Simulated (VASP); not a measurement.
# Bi (R-3m) in VASP: further runs

The runs below take Bi through single point, with PBE.

Program: VASP 6.6.1. These are calculated values, not measurements. Logs are shortened: lines on timing, memory, paths and dates and some standing lists are left out, and cuts for length are marked.

**1. The cell of the first run**

Symmetry: R-3m, No. 166, trigonal system. Conventional cell: a = 4.546 Å, b = 4.546 Å, c = 12.099 Å, α = 90.00°, β = 90.00°, γ = 120.00°. Bi (site symmetry 3m) has 6 Bi at 3.09 to 3.56 Å within 4.1 Å.

**2. Single point, PBE (zz strain of +2 %)**

INCAR reads:

```
PREC = Accurate ; ENCUT = 520
EDIFF = 1E-6 ; ISMEAR = -1
SIGMA = 0.03 ; LREAL = F
LASPH = T ; NELM = 80
ALGO = Normal ; ISIF = 2
LWAVE = F ; LCHARG = F
GGA = PE ; NBANDS = 22
```

KPOINTS reads:

```
regular mesh
0
Gamma
  11 11 11
```

POSCAR reads:

```
Bi
1.0
    2.2729996784      1.3123169762      4.0330800000
   -2.2729996784      1.3123169762      4.0330800000
    0.0000000000     -2.6246339523      4.0330800000
Bi
2
Direct
    0.2338900000      0.2338900000      0.2338900000
    0.7661100000      0.7661100000      0.7661100000
```

Potentials or basis: VASP PAW PBE potentials, release 64 (Bi_d).

Command:

```sh
cat potpaw_PBE.64/Bi_d/POTCAR > POTCAR
mpirun -np 1 vasp_std > vasp.out
```

OUTCAR:

```text
PREC = Accurate
   ENCUT = 520
   EDIFF = 1E-6
   ISMEAR = -1
   LREAL = F
   LASPH = T
   NELM = 80
   ISIF = 2
   GGA = PE

 ion  position               nearest neighbor table
   1  0.234  0.234  0.234-   2 3.09   2 3.09   2 3.09   2 3.56   2 3.56   2 3.56
   2  0.766  0.766  0.766-   1 3.09   1 3.09   1 3.09   1 3.56   1 3.56   1 3.56

  LATTYP: Found a trigonal (rhomboedric) cell.
 ALAT       =     4.8119058252
 COS(alpha) =     0.5537332747

  Lattice vectors:

 A1 = (   2.2729996784,   1.3123169762,   4.0330800000)
 A2 = (  -2.2729996784,   1.3123169762,   4.0330800000)
 A3 = (   0.0000000000,  -2.6246339523,   4.0330800000)

Analysis of symmetry for initial positions (statically):
=====================================================================
 Subroutine PRICEL returns:
 Original cell was already a primitive cell.

 Routine SETGRP: Setting up the symmetry group for a
 trigonal (rhombohedral) supercell.

 Subroutine GETGRP returns: Found 12 space group operations
 (whereof 12 operations were pure point group operations)
 out of a pool of 12 trial point group operations.

The static configuration has the point symmetry D_3d.

Analysis of symmetry for dynamics (positions and initial velocities):
=====================================================================
 Subroutine PRICEL returns:
 Original cell was already a primitive cell.

 Routine SETGRP: Setting up the symmetry group for a
 trigonal (rhombohedral) supercell.

 Subroutine GETGRP returns: Found 12 space group operations
 (whereof 12 operations were pure point group operations)
 out of a pool of 12 trial point group operations.

The dynamic configuration has the point symmetry D_3d.

 Subroutine INISYM returns: Found 12 space group operations
 (whereof 12 operations are pure point group operations),
 and found     1 'primitive' translations

----------------------------------------------------------------------------------------

                                     Primitive cell

  volume of cell :      72.1816

  direct lattice vectors                    reciprocal lattice vectors
     2.272999678  1.312316976  4.033080000     0.219973634  0.127001837  0.082649819
    -2.272999678  1.312316976  4.033080000    -0.219973634  0.127001837  0.082649819
     0.000000000 -2.624633952  4.033080000     0.000000000 -0.254003674  0.082649819

  length of vectors
     4.811905825  4.811905825  4.811905825     0.267112072  0.267112072  0.267112072

  position of ions in fractional coordinates (direct lattice)
     0.233890000  0.233890000  0.233890000
     0.766110000  0.766110000  0.766110000

  ion indices of the primitive-cell ions
   primitive index   ion index
                 1           1
                 2           2

----------------------------------------------------------------------------------------

 KPOINTS: regular mesh

Automatic generation of k-mesh.
 Grid dimensions read from file:
 generate k-points for:   11   11   11

 Generating k-lattice:

  Cartesian coordinates                     Fractional coordinates (reciprocal lattice)
     0.019997603  0.011545622  0.007513620     0.090909091 -0.000000000 -0.000000000
    -0.019997603  0.011545622  0.007513620    -0.000000000  0.090909091 -0.000000000
     0.000000000 -0.023091243  0.007513620     0.000000000  0.000000000  0.090909091

  Length of vectors
     0.024282916  0.024282916  0.024282916

  Shift w.r.t. Gamma in fractional coordinates (k-lattice)
     0.000000000  0.000000000  0.000000000

 Subroutine IBZKPT returns following result:
 ===========================================

 Found    146 irreducible k-points:

 Following reciprocal coordinates:
            Coordinates               Weight
  0.000000  0.000000  0.000000      1.000000
  0.090909 -0.000000 -0.000000      6.000000
  0.181818 -0.000000 -0.000000      6.000000
  0.272727  0.000000 -0.000000      6.000000
  0.363636 -0.000000 -0.000000      6.000000
  0.454545 -0.000000 -0.000000      6.000000
[... 16 lines left out ...]
 -0.272727  0.181818  0.000000     12.000000
 -0.181818  0.181818  0.000000      6.000000
 [... further k-points ...]
   k-points           NKPTS =    146   k-points in BZ     NKDIM =    146   number of bands    NBANDS=     22
   number of dos      NEDOS =    301   number of ions     NIONS =      2
   total plane-waves  NPLWV =  46656
   dimension x,y,z NGX =    36 NGY =   36 NGZ =   36
   dimension x,y,z NGXF=    72 NGYF=   72 NGZF=   72
   ions per type =               2
   NGX,Y,Z   is equivalent  to a cutoff of  12.44, 12.44, 12.44 a.u.
   NGXF,Y,Z  is equivalent  to a cutoff of  24.88, 24.88, 24.88 a.u.
 SYSTEM =  unknown system
   PREC   = accura    normal or accurate (medium, high low for compatibility)
   ISTART =      0    job   : 0-new  1-cont  2-samecut
   ICHARG =      2    charge: 1-file 2-atom 10-const
   ISPIN  =      1    spin polarized calculation?
   LNONCOLLINEAR =      F non collinear calculations
   LSORBIT =      F    spin-orbit coupling
   LASPH  =      T    aspherical Exc in radial PAW
   ENCUT  =  520.0 eV  38.22 Ry    6.18 a.u.   8.95  8.95  8.95*2*pi/ulx,y,z
   NELM   =     80;   NELMIN=  2; NELMDL= -5     # of ELM steps
   EDIFF  = 0.1E-05   stopping-criterion for ELM
   LREAL  =      F    real-space projection
   EDIFFG = 0.1E-04   stopping-criterion for IOM
   NSW    =      0    number of steps for IOM
   IBRION =     -1    ionic relax: 0-MD 1-quasi-New 2-CG
   NFREE  =      0    steps in history (QN), initial steepest desc. (CG)
   ISIF   =      2    stress and relaxation
   ISYM   =      2    0-nonsym 1-usesym 2-fastsym
   POTIM  = 0.5000    time-step for ionic-motion
   TEBEG  =    0.0;   TEEND  =   0.0 temperature during run
   PSTRESS=    0.0 pullay stress
   NELECT =      30.0000    total number of electrons
   NUPDOWN=      -1.0000    fix difference up-down
   EMIN   =  10.00;   EMAX   =-10.00  energy-range for DOS
   EFERMI =   0.00;   METHOD = LEGACY
   ISMEAR =    -1;   SIGMA  =   0.03  broadening in eV -4-tet -1-fermi 0-gaus
   EFERMI_NEDOS =   21; number of points for ismear=-14 and -15
   IALGO  =     38    algorithm
   IMIX   =      4    mixing-type and parameters
     AMIX     =   0.40;   BMIX     =  1.00
     AMIX_MAG =   1.60;   BMIX_MAG =  1.00
  volume/ion in A,a.u.               =      36.09       243.55
  Fermi-wavevector in a.u.,A,eV,Ry     =   1.221724  2.308724 20.308193  1.492610
  Thomas-Fermi vector in A             =   2.356896
   LORBIT       =      0    0 simple, 1 ext, 2 COOP (PROOUT), +10 PAW based schemes
   GGA     = PE    functional components
   LHFCALC =     F    Hartree Fock is set to
   AEXX    =    0.0000 exact exchange contribution
   IVDW    =     0    specifies the selected vdW correction
   LEPSILON=     F    determine dielectric tensor
   LRPA    =     F    only Hartree local field effects (RPA)
 non-spin polarized calculation
  energy-cutoff  :      520.00
  volume of cell :       72.18
 maximum number of plane-waves:      1980
   NGX = 17   NGY = 17   NGZ = 17

 number of electron      29.9999998 magnetization

 Free energy of the ion-electron system (eV)
  ---------------------------------------------------
  ext. energy  EPLUGINS =         0.00000000
  ---------------------------------------------------
  free energy    TOTEN  =        -7.77196186 eV

  energy without entropy =       -7.77132784  energy(sigma->0) =       -7.77164485

 E-fermi :   6.0504     XC(G=0):  -9.4108

 val. band max:        6.0183434580   @ k =   0.2727   0.2727   0.1818
 cond. band min:       6.0534328441   @ k =   0.3636   0.1818   0.1818
 fundamental gap:      0.0350893861
 Fermi energy:         6.0504389867

 k-point     1 :       0.0000    0.0000    0.0000
  band No.  band energies     occupation
      1     -16.8355      2.00000
      2     -16.8355      2.00000
      3     -16.6938      2.00000
      4     -16.6938      2.00000
      5     -16.6816      2.00000
      6     -16.5229      2.00000
[... 14 lines left out ...]
     21      11.9263      0.00000
     22      12.0414      0.00000

 k-point     2 :       0.0909   -0.0000   -0.0000
  band No.  band energies     occupation
      1     -16.8300      2.00000
      2     -16.8282      2.00000
      3     -16.6915      2.00000
      4     -16.6895      2.00000
      5     -16.6779      2.00000
      6     -16.5262      2.00000
[... 14 lines left out ...]
     21      12.0000      0.00000
     22      12.7359      0.00000

 k-point     3 :       0.1818   -0.0000   -0.0000
  band No.  band energies     occupation
      1     -16.8146      2.00000
      2     -16.8072      2.00000
      3     -16.6856      2.00000
      4     -16.6772      2.00000
      5     -16.6665      2.00000
      6     -16.5372      2.00000
[... 14 lines left out ...]
     21      12.3533      0.00000
     22      14.1195      0.00000

 k-point     4 :       0.2727    0.0000   -0.0000
  band No.  band energies     occupation
      1     -16.7920      2.00000
      2     -16.7740      2.00000
      3     -16.6781      2.00000
      4     -16.6584      2.00000
      5     -16.6477      2.00000
      6     -16.5567      2.00000
[... 14 lines left out ...]
     21      13.0422      0.00000
     22      15.6586      0.00000

 k-point     5 :       0.3636   -0.0000   -0.0000
  band No.  band energies     occupation
      1     -16.7676      2.00000
      2     -16.7322      2.00000
      3     -16.6707      2.00000
      4     -16.6356      2.00000
      5     -16.6252      2.00000
      6     -16.5828      2.00000
[... 417 lines left out ...]
 k-point    22 :      -0.3636    0.1818    0.0000
  band No.  band energies     occupation
      1     -16.7770      2.00000
      2     -16.6654      2.00000
      3     -16.6543      2.00000
      4     -16.6481      2.00000
      5     -16.6192      2.00000
      6     -16.5931      2.00000
[... 14 lines left out ...]
     21      13.9399      0.00000
     22      16.0561      0.00000

 k-point    23 :      -0.2727    0.1818    0.0000
  band No.  band energies     occupation
      1     -16.7925      2.00000
      2     -16.6982      2.00000
      3     -16.6665      2.00000
      4     -16.6503      2.00000
      5     -16.6097      2.00000
      6     -16.5985      2.00000
[... 14 lines left out ...]
     21      14.7729      0.00000
     22      15.6670      0.00000

 k-point    24 :      -0.1818    0.1818    0.0000
  band No.  band energies     occupation
      1     -16.8069      2.00000
      2     -16.7407      2.00000
      3     -16.6748      2.00000
      4     -16.6657      2.00000
      5     -16.6254      2.00000
      6     -16.5786      2.00000
[... 14 lines left out ...]
     21      13.9711      0.00000
     22      14.5554      0.00000

 [... further k-points ...]

------------------------ aborting loop because EDIFF is reached ----------------------------------------

  FORCE on cell =-STRESS in cart. coord.  units (eV):
  Direction    XX          YY          ZZ          XY          YZ          ZX
  --------------------------------------------------------------------------------------
  -------------------------------------------------------------------------------------
  Total        0.4306860      0.4306860      0.3126670      0.0000000      0.0000000      0.0000000
  in kB        9.5597189      9.5597189      6.9401110      0.0000000      0.0000000      0.0000000
  external PRESSURE =       8.6865162 kB  Pullay stress =       0.0000000 kB

 VOLUME and BASIS-vectors are now :
 -----------------------------------------------------------------------------
  energy-cutoff  :      520.00
  volume of cell :       72.18
      direct lattice vectors                 reciprocal lattice vectors
     2.272999678  1.312316976  4.033080000     0.219973634  0.127001837  0.082649819
    -2.272999678  1.312316976  4.033080000    -0.219973634  0.127001837  0.082649819
     0.000000000 -2.624633952  4.033080000     0.000000000 -0.254003674  0.082649819

 POSITION                                       TOTAL-FORCE (eV/Angst)
 -----------------------------------------------------------------------------------
      0.00000      0.00000      2.82989         0.000000      0.000000      0.075119
      0.00000      0.00000      9.26935         0.000000     -0.000000     -0.075119
 -----------------------------------------------------------------------------------
    total drift:                                0.000000     -0.000000      0.000000

  FREE ENERGIE OF THE ION-ELECTRON SYSTEM (eV)
  ---------------------------------------------------
  free  energy   TOTEN  =        -7.7719618562 eV

  energy  without entropy=       -7.7713278437  energy(sigma->0) =       -7.77164485
```

Wall time 57 s (1 thread of Intel Xeon 6975P-C (Granite Rapids), shared host); peak memory 0.32 GiB.

Results:

```yaml
Free_energy: -7.7720 eV
Pressure: 0.9 GPa
Largest_force: 0.075 eV/Å
Band_gap_on_the_k_mesh: zero (band 15 reaches 6.05 eV, above the bottom of band 16 at 5.96 eV)
```

Forces in eV/Å, atoms in the order of the input:
```
Bi   0.000  0.000  0.075
Bi   0.000  0.000 -0.075
```

Levels at points of the mesh, in eV from the Fermi level:
```tsv
k point	band 11	band 12	band 13	band 14	band 15	band 16	band 17	band 18	band 19	band 20
(0.00, 0.00, 0.00)	-12.94	-7.56	-1.55	-1.10	-1.10	2.46	2.90	2.90	5.61	5.88
```

Caveat: the cell differs from its parent crystal (zz strain of +2 %); spin-orbit coupling is left out, which moves the levels of the heavy elements.

(Continued in part 2 of 2.)
